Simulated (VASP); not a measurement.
# LiF (P4/mmm) in VASP: further runs

Runs on LiF. Level: r2SCAN. Tasks: single point.

All numbers are computed with VASP 6.6.1; they aren't measurements. Logs are shortened: lines on timing, memory, paths and dates and some standing lists are left out, and cuts for length are marked.

## Step 1: The cell of the first run

Symmetry: P4/mmm, No. 123, tetragonal system. Conventional cell: a = 2.662 Å, b = 2.662 Å, c = 2.560 Å, α = 90.00°, β = 90.00°, γ = 90.00°. Li (site symmetry 4/mmm) has 8 F at 2.28 Å and 6 Li at 2.56 to 2.66 Å within 3.0 Å. F (site symmetry 4/mmm) has 8 Li at 2.28 Å and 6 F at 2.56 to 2.66 Å within 3.0 Å.

## Step 2: Single point, r2SCAN (strain +0.040 along x and y, +0.000 along z)

The input, POSCAR:

```
LiF
1.0
    2.6619143200      0.0000000000      0.0000000000
    0.0000000000      2.6619143200      0.0000000000
    0.0000000000      0.0000000000      2.5595330000
Li F
1 1
Direct
    0.0000000000      0.0000000000      0.0000000000
    0.5000000000      0.5000000000      0.5000000000
```

The input, INCAR.step1:

```
SYSTEM = LiF
  PREC = Accurate
  ENCUT = 520
  ISMEAR = 0
  SIGMA = 0.05
  LREAL = .FALSE.
  LASPH = .TRUE.
  NELM = 80
  NBANDS = 12
  GGA = PE
  ALGO = Normal
  EDIFF = 1E-4
  LWAVE = .TRUE.
  LCHARG = .FALSE.
```

The input, INCAR.step2:

```
SYSTEM = LiF
  PREC = Accurate
  ENCUT = 520
  EDIFF = 1E-6
  ISMEAR = 0
  SIGMA = 0.05
  LREAL = .FALSE.
  LASPH = .TRUE.
  NELM = 80
  ALGO = Normal
  ISIF = 2
  LWAVE = .FALSE.
  LCHARG = .TRUE.
  METAGGA = R2SCAN
  LMIXTAU = .TRUE.
  LELF = .TRUE.
  LVHAR = .TRUE.
  NBANDS = 12
  ISTART = 1
```

The input, KPOINTS:

```
regular mesh
0
G
  10 10 10
  0 0 0
```

Potentials or basis: VASP PAW PBE potentials, release 64 (Li_sv, F).

Run with:

```
$ cat potpaw_PBE.64/Li_sv/POTCAR potpaw_PBE.64/F/POTCAR > POTCAR
$ cp INCAR.step1 INCAR
$ mpirun -np 1 vasp_std > vasp.out
$ cp INCAR.step2 INCAR
$ mpirun -np 1 vasp_std > vasp.out
```

OUTCAR:

```text
SYSTEM = LiF
   PREC = Accurate
   ENCUT = 520
   EDIFF = 1E-6
   ISMEAR = 0
   LREAL = .FALSE.
   LASPH = .TRUE.
   NELM = 80
   ISIF = 2
   METAGGA = R2SCAN
   ISTART = 1

 ion  position               nearest neighbor table
   1  0.000  0.000  0.000-
   2  0.500  0.500  0.500-

  LATTYP: Found a simple tetragonal cell.
 ALAT       =     2.6619143200
 C/A-ratio  =     0.9615384615

  Lattice vectors:

 A1 = (   2.6619143200,   0.0000000000,   0.0000000000)
 A2 = (   0.0000000000,   2.6619143200,   0.0000000000)
 A3 = (   0.0000000000,   0.0000000000,   2.5595330000)

Analysis of symmetry for initial positions (statically):
=====================================================================
 Subroutine PRICEL returns:
 Original cell was already a primitive cell.

 Routine SETGRP: Setting up the symmetry group for a
 simple tetragonal supercell.

 Subroutine GETGRP returns: Found 16 space group operations
 (whereof 16 operations were pure point group operations)
 out of a pool of 16 trial point group operations.

The static configuration has the point symmetry D_4h.

Analysis of symmetry for dynamics (positions and initial velocities):
=====================================================================
 Subroutine PRICEL returns:
 Original cell was already a primitive cell.

 Routine SETGRP: Setting up the symmetry group for a
 simple tetragonal supercell.

 Subroutine GETGRP returns: Found 16 space group operations
 (whereof 16 operations were pure point group operations)
 out of a pool of 16 trial point group operations.

The dynamic configuration has the point symmetry D_4h.

 Subroutine INISYM returns: Found 16 space group operations
 (whereof 16 operations are pure point group operations),
 and found     1 'primitive' translations

----------------------------------------------------------------------------------------

                                     Primitive cell

  volume of cell :      18.1363

  direct lattice vectors                    reciprocal lattice vectors
     2.661914320  0.000000000  0.000000000     0.375669492  0.000000000  0.000000000
     0.000000000  2.661914320  0.000000000     0.000000000  0.375669492  0.000000000
     0.000000000  0.000000000  2.559533000     0.000000000  0.000000000  0.390696272

  length of vectors
     2.661914320  2.661914320  2.559533000     0.375669492  0.375669492  0.390696272

[... 88 lines left out ...]
   POTIM  = 0.5000    time-step for ionic-motion
   TEBEG  =    0.0;   TEEND  =   0.0 temperature during run
   PSTRESS=    0.0 pullay stress
   NELECT =      10.0000    total number of electrons
   NUPDOWN=      -1.0000    fix difference up-down
   EMIN   =  10.00;   EMAX   =-10.00  energy-range for DOS
   EFERMI =   0.00;   METHOD = LEGACY
   ISMEAR =     0;   SIGMA  =   0.05  broadening in eV -4-tet -1-fermi 0-gaus
   EFERMI_NEDOS =   21; number of points for ismear=-14 and -15
   IALGO  =     38    algorithm
   IMIX   =      4    mixing-type and parameters
     AMIX     =   0.40;   BMIX     =  1.00
     AMIX_MAG =   1.60;   BMIX_MAG =  1.00
  volume/ion in A,a.u.               =       9.07        61.19
  Fermi-wavevector in a.u.,A,eV,Ry     =   1.342431  2.536826 24.519333  1.802120
  Thomas-Fermi vector in A             =   2.470585
   LORBIT       =      0    0 simple, 1 ext, 2 COOP (PROOUT), +10 PAW based schemes
   METAGGA = R2SCAN    functional components
   LHFCALC =     F    Hartree Fock is set to
   AEXX    =    0.0000 exact exchange contribution
   IVDW    =     0    specifies the selected vdW correction
   LEPSILON=     F    determine dielectric tensor
   LRPA    =     F    only Hartree local field effects (RPA)
 non-spin polarized calculation
 Gauss-broadening in eV      SIGMA  =   0.05
  energy-cutoff  :      520.00
  volume of cell :       18.14
 maximum number of plane-waves:       502
 NGX is ok and might be reduce to    20
   NGX =  9   NGY =  9   NGZ =  9

 number of electron       9.9999988 magnetization

 Free energy of the ion-electron system (eV)
  ---------------------------------------------------
  ext. energy  EPLUGINS =         0.00000000
  ---------------------------------------------------
  free energy    TOTEN  =       -11.18784324 eV

  energy without entropy =      -11.18784324  energy(sigma->0) =      -11.18784324

 E-fermi :  -0.5548     XC(G=0): -10.0505

 val. band max:       -0.8247076646   @ k =   0.5000   0.5000   0.0000
 cond. band min:       6.9805096476   @ k =   0.0000   0.0000   0.0000
 fundamental gap:      7.8052173122
 Fermi energy:        -0.5548441745

 k-point     1 :       0.0000    0.0000    0.0000
  band No.  band energies     occupation
      1     -45.1738      2.00000
      2     -22.6285      2.00000
      3      -1.7300      2.00000
      4      -1.7300      2.00000
      5      -1.3402      2.00000
      6       6.9805      0.00000
      7      17.9013      0.00000
      8      18.8925      0.00000
      9      20.3300      0.00000
     10      20.3300      0.00000
     11      21.4983      0.00000
     12      36.1611      0.00000
[... 331 lines left out ...]
 k-point    24 :       0.2000    0.0000    0.1000
  band No.  band energies     occupation
      1     -45.1603      2.00000
      2     -22.4687      2.00000
      3      -2.7064      2.00000
      4      -1.5799      2.00000
      5      -1.5780      2.00000
      6       8.0376      0.00000
      7      15.2243      0.00000
      8      18.1052      0.00000
      9      20.1527      0.00000
     10      22.7238      0.00000
     11      25.9645      0.00000
     12      30.9845      0.00000

 [... further k-points ...]

------------------------ aborting loop because EDIFF is reached ----------------------------------------

  FORCE on cell =-STRESS in cart. coord.  units (eV):
  Direction    XX          YY          ZZ          XY          YZ          ZX
  --------------------------------------------------------------------------------------
  -------------------------------------------------------------------------------------
  Total       -1.3799364     -1.3799364     -0.2776464      0.0000000     -0.0000000      0.0000000
  in kB     -121.9047935   -121.9047935    -24.5275263      0.0000000     -0.0000000      0.0000000
  external PRESSURE =     -89.4457045 kB  Pullay stress =       0.0000000 kB

 VOLUME and BASIS-vectors are now :
 -----------------------------------------------------------------------------
  energy-cutoff  :      520.00
  volume of cell :       18.14
      direct lattice vectors                 reciprocal lattice vectors
     2.661914320  0.000000000  0.000000000     0.375669492  0.000000000  0.000000000
     0.000000000  2.661914320  0.000000000     0.000000000  0.375669492  0.000000000
     0.000000000  0.000000000  2.559533000     0.000000000  0.000000000  0.390696272

 POSITION                                       TOTAL-FORCE (eV/Angst)
 -----------------------------------------------------------------------------------
      0.00000      0.00000      0.00000         0.000000      0.000000      0.000000
      1.33096      1.33096      1.27977         0.000000      0.000000      0.000000
 -----------------------------------------------------------------------------------
    total drift:                               -0.000000      0.000000      0.000000

  FREE ENERGIE OF THE ION-ELECTRON SYSTEM (eV)
  ---------------------------------------------------
  free  energy   TOTEN  =       -11.1878432356 eV

  energy  without entropy=      -11.1878432356  energy(sigma->0) =      -11.18784324
```

OUTCAR.step1:

```text
SYSTEM = LiF
   PREC = Accurate
   ENCUT = 520
   ISMEAR = 0
   LREAL = .FALSE.
   LASPH = .TRUE.
[... 585 lines left out ...]
      0.00000      0.00000      0.00000         0.000000      0.000000      0.000000
      1.33096      1.33096      1.27977         0.000000      0.000000      0.000000
 -----------------------------------------------------------------------------------
    total drift:                                0.000000      0.000000      0.000000

  FREE ENERGIE OF THE ION-ELECTRON SYSTEM (eV)
  ---------------------------------------------------
  free  energy   TOTEN  =        -9.0138153732 eV

  energy  without entropy=       -9.0138153732  energy(sigma->0) =       -9.01381537
```

Wall time 1.8 min (1 thread of Intel Xeon 8259CL, shared host); peak memory 0.14 GiB.

What came out:

- Free energy: -11.1878 eV
- Band gap on the k mesh: 7.81 eV (least direct gap 8.32 eV)

Levels at points of the mesh, in eV from the valence-band top:
| k point | band 1 | band 2 | band 3 | band 4 | band 5 | band 6 | band 7 | band 8 | band 9 | band 10 |
| --- | --- | --- | --- | --- | --- | --- | --- | --- | --- | --- |
| (0.00, 0.00, 0.00) | -44.35 | -21.80 | -0.91 | -0.91 | -0.52 | 7.81 | 18.73 | 19.72 | 21.15 | 21.15 |
| (0.50, 0.00, 0.00) | -44.32 | -21.45 | -3.49 | -0.56 | -0.22 | 9.61 | 14.11 | 20.33 | 21.85 | 24.78 |
| (0.50, 0.50, 0.00) | -44.30 | -21.06 | -3.15 | -3.15 | 0.00 | 13.66 | 14.04 | 14.04 | 19.97 | 25.41 |
| (0.00, 0.00, 0.50) | -44.31 | -21.34 | -3.49 | -0.49 | -0.49 | 9.39 | 14.63 | 20.79 | 20.79 | 24.40 |
| (0.50, 0.00, 0.50) | -44.29 | -20.95 | -3.12 | -3.00 | -0.25 | 13.74 | 13.99 | 14.35 | 19.32 | 24.46 |
| (0.50, 0.50, 0.50) | -44.26 | -20.63 | -2.32 | -2.17 | -2.17 | 11.56 | 11.89 | 11.89 | 23.93 | 23.93 |

Caveat: the cell differs from its parent crystal (strain +0.040 along x and y, +0.000 along z); the cutoff is under 1.25 times the usual one of these potentials, so pressure, stress and relaxed cells hold a basis-set (Pulay) error; the PAW data sets were made with another functional, which shifts forces and pressure a little.

[end of part 1 of 2]
